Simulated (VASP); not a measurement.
# HoAuF4 (P6/mmm) in VASP: single point with PBE

Aim: the single point of HoAuF4 with PBE.

Everything below comes from runs of VASP 6.6.1. Logs are shortened: lines on timing, memory, paths and dates and some standing lists are left out, and cuts for length are marked.

**1. The cell of the first run**

Symmetry: P6/mmm, No. 191, hexagonal system. Conventional cell: a = 4.025 Å, b = 4.025 Å, c = 8.338 Å, α = 90.00°, β = 90.00°, γ = 120.00°. Within 2.8 Å of Ho (site symmetry 6/mmm) lie 8 F at 2.15 to 2.32 Å. Au (site symmetry 6/mmm) has 2 F at 2.02 Å within 2.7 Å. Within 3.2 Å of F (site symmetry -6m2) lie 9 F at 2.32 to 3.17 Å and 3 Ho at 2.32 Å. Within 2.7 Å of F (site symmetry 6mm) lie 1 Au at 2.02 Å and 1 Ho at 2.15 Å.

The cell was generated, and may not be a known phase.

**2. Single point, PBE**

File INCAR:

```
PREC = Accurate
ENCUT = 600
EDIFF = 1E-6
ISMEAR = 0
SIGMA = 0.15
LREAL = F
LASPH = T
NELM = 200
ALGO = Normal
ISIF = 2
LWAVE = F
LCHARG = T
GGA = PE
LELF = T
LVHAR = T
NBANDS = 33
GGA_COMPAT = F
LMAXMIX = 6
```

File KPOINTS:

```
Automatic mesh
0
Gamma
  3 3 2
```

File POSCAR:

```
HoAuF4
1.0
    4.0254694239      0.0000000000      0.0000000000
   -2.0127347120      3.4861587833      0.0000000000
    0.0000000000      0.0000000000      8.3382643774
Ho Au F
1 1 4
Direct
    0.0000000000      0.0000000000      0.5000000000
    0.0000000000      0.0000000000      0.0000000000
    0.3333333333      0.6666666667      0.5000000000
    0.6666666667      0.3333333333      0.5000000000
    0.0000000000      0.0000000000      0.7582238971
    0.0000000000      0.0000000000      0.2417761029
```

Potentials or basis: VASP PAW PBE potentials, release 64 (Ho_3, Au, F), 4f in core.

On the command line:

```sh
cat potpaw_PBE.64/Ho_3/POTCAR potpaw_PBE.64/Au/POTCAR potpaw_PBE.64/F/POTCAR > POTCAR
mpirun -np 1 vasp_std > vasp.out
```

OUTCAR:

```text
PREC = Accurate
   ENCUT = 600
   EDIFF = 1E-6
   ISMEAR = 0
   LREAL = F
   LASPH = T
   NELM = 200
   ISIF = 2
   GGA = PE

 ion  position               nearest neighbor table
   1  0.000  0.000  0.500-   5 2.15   6 2.15   3 2.32   4 2.32   4 2.32   3 2.32   4 2.32   3 2.32

   2  0.000  0.000  0.000-   5 2.02   6 2.02
   3  0.333  0.667  0.500-   1 2.32   1 2.32   1 2.32
   4  0.667  0.333  0.500-   1 2.32   1 2.32   1 2.32
   5  0.000  0.000  0.758-   2 2.02   1 2.15
   6  0.000  0.000  0.242-   2 2.02   1 2.15

  LATTYP: Found a hexagonal cell.
 ALAT       =     4.0254694239
 C/A-ratio  =     2.0713769003

  Lattice vectors:

 A1 = (   4.0254694239,   0.0000000000,   0.0000000000)
 A2 = (  -2.0127347120,   3.4861587833,   0.0000000000)
 A3 = (   0.0000000000,   0.0000000000,   8.3382643774)

Analysis of symmetry for initial positions (statically):
=====================================================================
 Subroutine PRICEL returns:
 Original cell was already a primitive cell.

 Routine SETGRP: Setting up the symmetry group for a
 hexagonal supercell.

 Subroutine GETGRP returns: Found 24 space group operations
 (whereof 24 operations were pure point group operations)
 out of a pool of 24 trial point group operations.

The static configuration has the point symmetry D_6h.

Analysis of symmetry for dynamics (positions and initial velocities):
=====================================================================
 Subroutine PRICEL returns:
 Original cell was already a primitive cell.

 Routine SETGRP: Setting up the symmetry group for a
 hexagonal supercell.

 Subroutine GETGRP returns: Found 24 space group operations
 (whereof 24 operations were pure point group operations)
 out of a pool of 24 trial point group operations.

The dynamic configuration has the point symmetry D_6h.

 Subroutine INISYM returns: Found 24 space group operations
 (whereof 24 operations are pure point group operations),
 and found     1 'primitive' translations

----------------------------------------------------------------------------------------

                                     Primitive cell

  volume of cell :     117.0144
[... 75 lines left out ...]
   LASPH  =      T    aspherical Exc in radial PAW
   ENCUT  =  600.0 eV  44.10 Ry    6.64 a.u.   8.04  8.04 16.65*2*pi/ulx,y,z
   NELM   =    200;   NELMIN=  2; NELMDL= -5     # of ELM steps
   EDIFF  = 0.1E-05   stopping-criterion for ELM
   LREAL  =      F    real-space projection
   EDIFFG = 0.1E-04   stopping-criterion for IOM
   NSW    =      0    number of steps for IOM
   IBRION =     -1    ionic relax: 0-MD 1-quasi-New 2-CG
   NFREE  =      0    steps in history (QN), initial steepest desc. (CG)
   ISIF   =      2    stress and relaxation
   ISYM   =      2    0-nonsym 1-usesym 2-fastsym
   POTIM  = 0.5000    time-step for ionic-motion
   TEBEG  =    0.0;   TEEND  =   0.0 temperature during run
   PSTRESS=    0.0 pullay stress
   NELECT =      48.0000    total number of electrons
   NUPDOWN=      -1.0000    fix difference up-down
   EMIN   =  10.00;   EMAX   =-10.00  energy-range for DOS
   EFERMI =   0.00;   METHOD = LEGACY
   ISMEAR =     0;   SIGMA  =   0.15  broadening in eV -4-tet -1-fermi 0-gaus
   EFERMI_NEDOS =   21; number of points for ismear=-14 and -15
   IALGO  =     38    algorithm
   IMIX   =      4    mixing-type and parameters
     AMIX     =   0.40;   BMIX     =  1.00
     AMIX_MAG =   1.60;   BMIX_MAG =  1.00
  volume/ion in A,a.u.               =      19.50       131.61
  Fermi-wavevector in a.u.,A,eV,Ry     =   1.216397  2.298658 20.131486  1.479622
  Thomas-Fermi vector in A             =   2.351753
   LORBIT       =      0    0 simple, 1 ext, 2 COOP (PROOUT), +10 PAW based schemes
   GGA     = PE    functional components
   LHFCALC =     F    Hartree Fock is set to
   AEXX    =    0.0000 exact exchange contribution
   IVDW    =     0    specifies the selected vdW correction
   LEPSILON=     F    determine dielectric tensor
   LRPA    =     F    only Hartree local field effects (RPA)
 non-spin polarized calculation
 Gauss-broadening in eV      SIGMA  =   0.15
  energy-cutoff  :      600.00
  volume of cell :      117.01
 maximum number of plane-waves:      3924
   NGX = 17   NGY = 17   NGZ = 33

 number of electron      48.0000011 magnetization

 Free energy of the ion-electron system (eV)
  ---------------------------------------------------
  ext. energy  EPLUGINS =         0.00000000
  ---------------------------------------------------
  free energy    TOTEN  =       -32.16102433 eV

  energy without entropy =      -32.16102433  energy(sigma->0) =      -32.16102433

 E-fermi :   0.1182     XC(G=0):  -8.3482

 val. band max:       -0.6468783475   @ k =   0.3333   0.3333   0.5000
 cond. band min:       1.8660881562   @ k =   0.0000   0.0000   0.0000
 fundamental gap:      2.5129665037
 Fermi energy:         0.1182454633

 k-point     1 :       0.0000    0.0000    0.0000
  band No.  band energies     occupation
      1     -24.4212      2.00000
      2     -23.3970      2.00000
      3     -23.2922      2.00000
      4     -22.7420      2.00000
      5     -22.7420      2.00000
      6     -21.9769      2.00000
[... 205 lines left out ...]
     32       8.9326      0.00000
     33       9.5824      0.00000

------------------------ aborting loop because EDIFF is reached ----------------------------------------

  FORCE on cell =-STRESS in cart. coord.  units (eV):
  Direction    XX          YY          ZZ          XY          YZ          ZX
  --------------------------------------------------------------------------------------
  -------------------------------------------------------------------------------------
  Total        0.0957450      0.0957450      0.5712058     -0.0000000      0.0000000      0.0000000
  in kB        1.3109534      1.3109534      7.8210275     -0.0000000      0.0000000      0.0000000
  external PRESSURE =       3.4809781 kB  Pullay stress =       0.0000000 kB

 VOLUME and BASIS-vectors are now :
 -----------------------------------------------------------------------------
  energy-cutoff  :      600.00
  volume of cell :      117.01
      direct lattice vectors                 reciprocal lattice vectors
     4.025469424  0.000000000  0.000000000     0.248418233  0.143424334  0.000000000
    -2.012734712  3.486158783  0.000000000     0.000000000  0.286848667  0.000000000
     0.000000000  0.000000000  8.338264377     0.000000000  0.000000000  0.119929035

 POSITION                                       TOTAL-FORCE (eV/Angst)
 -----------------------------------------------------------------------------------
      0.00000      0.00000      4.16913        -0.000000      0.000000     -0.000000
      0.00000      0.00000      0.00000        -0.000000      0.000000     -0.000000
     -0.00000      2.32411      4.16913         0.000000     -0.000000     -0.000000
      2.01273      1.16205      4.16913        -0.000000      0.000000     -0.000000
      0.00000      0.00000      6.32227        -0.000000      0.000000      0.090065
      0.00000      0.00000      2.01599         0.000000     -0.000000     -0.090065
 -----------------------------------------------------------------------------------
    total drift:                                0.000000      0.000000      0.000000

  FREE ENERGIE OF THE ION-ELECTRON SYSTEM (eV)
  ---------------------------------------------------
  free  energy   TOTEN  =       -32.1610243301 eV

  energy  without entropy=      -32.1610243301  energy(sigma->0) =      -32.16102433
```

OSZICAR:

```text
N       E                     dE             d eps       ncg     rms          rms(c)
DAV:   1     0.632035107425E+03    0.63204E+03   -0.23327E+04   396   0.154E+03
DAV:   2     0.296529050331E+02   -0.60238E+03   -0.56211E+03   648   0.480E+02
DAV:   3    -0.345343541253E+02   -0.64187E+02   -0.63302E+02   644   0.169E+02
DAV:   4    -0.356271794858E+02   -0.10928E+01   -0.10900E+01   551   0.216E+01
DAV:   5    -0.356658583612E+02   -0.38679E-01   -0.38668E-01   536   0.377E+00    0.288E+01
DAV:   6    -0.322752517286E+02    0.33906E+01   -0.12245E+01   591   0.253E+01    0.213E+01
DAV:   7    -0.322000201158E+02    0.75232E-01   -0.60934E-01   504   0.571E+00    0.109E+01
DAV:   8    -0.321661756040E+02    0.33845E-01   -0.11346E-01   600   0.342E+00    0.104E+00
DAV:   9    -0.321641502350E+02    0.20254E-02   -0.23576E-02   480   0.955E-01    0.322E-01
DAV:  10    -0.321620292270E+02    0.21210E-02   -0.20076E-03   616   0.516E-01    0.142E-01
DAV:  11    -0.321611465729E+02    0.88265E-03   -0.12443E-03   568   0.369E-01    0.791E-02
DAV:  12    -0.321610254538E+02    0.12112E-03   -0.46040E-04   584   0.176E-01    0.388E-02
DAV:  13    -0.321610216105E+02    0.38433E-05   -0.65738E-05   560   0.682E-02    0.788E-03
DAV:  14    -0.321610235236E+02   -0.19131E-05   -0.97095E-06   536   0.203E-02    0.410E-03
DAV:  15    -0.321610243301E+02   -0.80644E-06   -0.51479E-07   336   0.520E-03
   1 F= -.32161024E+02 E0= -.32161024E+02  d E =-.471671E-13
```

Run time: 31 s. Hardware: 1 thread of Intel Xeon Platinum 8559C (Emerald Rapids), shared host; peak memory 0.25 GiB.

Results:

```yaml
Free_energy: -32.1610 eV
Pressure: 0.3 GPa
Largest_force: 0.090 eV/Å
Band_gap_on_the_k_mesh: 2.51 eV (least direct gap 3.23 eV)
```

Forces on the atoms (eV/Å):
```
Ho   0.000  0.000  0.000
Au   0.000  0.000  0.000
F    0.000  0.000  0.000
F    0.000  0.000  0.000
F    0.000  0.000  0.090
F    0.000  0.000 -0.090
```

Stress tensor (GPa, compression positive):
```
0.13 0.00 0.00
0.00 0.13 0.00
0.00 0.00 0.78
```

Caveat: the k points lie up to 0.60 Å⁻¹ apart; spin-orbit coupling is left out, which moves the levels of the heavy elements; the 4f electrons are frozen in the core, so they carry no moment and show no levels.
